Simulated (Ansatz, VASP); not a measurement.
Two plane-wave programs on MgO

```
CELL_PARAMETERS angstrom
3.28857 0.00000 0.00000
-1.64428 2.84798 0.00000
0.00000 0.00000 4.18532
ATOMIC_POSITIONS crystal
Mg 0.33333 0.66667 0.25000
Mg 0.66667 0.33333 0.75000
O 0.66667 0.33333 0.25000
O 0.33333 0.66667 0.75000
```

Change from the starting cell: biaxial_xy strain -5.6%.

Alike in both runs: task single point; functional r2SCAN; k mesh 12 × 12 × 6; no spin polarisation.

|  | VASP | Ansatz |
| --- | --- | --- |
| version | VASP 6.6.1 | Ansatz 0.2.0 |
| potentials or method | VASP PAW PBE potentials, release 64 (Mg, O) | plane waves, PAW |
| plane-wave cutoff (eV) | 520 | 500 |
| occupations | gaussian, width 0.01 eV | fixed |
| valence electrons in the cell | 16 | 32 |

```tsv
	VASP	Ansatz	Ansatz less VASP
gap on the k mesh at the Fermi level (eV)	4.71	4.72	+0.015
pressure (GPa)	20.3	20.8	+0.50
traceless stress, the component that is largest in VASP (GPa)	-11.35	-10.86	+0.492
```

VASP's potentials were made for PBE, not for r2SCAN. VASP's potentials hold 16 valence electrons a cell and Ansatz's 32, so a difference there can come from the potentials and not from the codes.
